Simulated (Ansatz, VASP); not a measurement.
PbS: VASP beside Ansatz

```
CELL_PARAMETERS angstrom
0.00000 2.39460 2.39460
2.39460 0.00000 2.39460
2.39460 2.39460 0.00000
ATOMIC_POSITIONS crystal
Pb 0.00000 0.00000 0.00000
S 0.50000 0.50000 0.50000
```

Change from the starting cell: volume scaled by 0.55, LAPW.

Alike in both runs: task single point; functional LDA; k mesh 12 × 12 × 12; occupations fermi-dirac, width 0.08 eV; no spin polarisation.

|  | VASP | Ansatz |
| --- | --- | --- |
| version | VASP 6.6.1 | Ansatz 0.2.0 |
| potentials or method | VASP PAW LDA potentials, release 64 (Pb_d, S), cutoff 520 eV | all-electron LAPW, scalar-relativistic |

Ansatz gave:

| Item | Value |
| --- | --- |
| pressure (GPa) | 130.4 |

**Question.** What did VASP give for the same quantities?

**Answer.** Pressure (GPa): 130.8.

LDA's correlation is that of Perdew and Zunger in VASP and of Perdew and Wang (1992) in Ansatz. Both programs put the cell under a high pressure, so it lies far from rest at this level. Ansatz ran all-electron here, and VASP with PAW potentials.

Spin-orbit coupling is off throughout. Noted on VASP's run: the cell as given lies far from equilibrium.
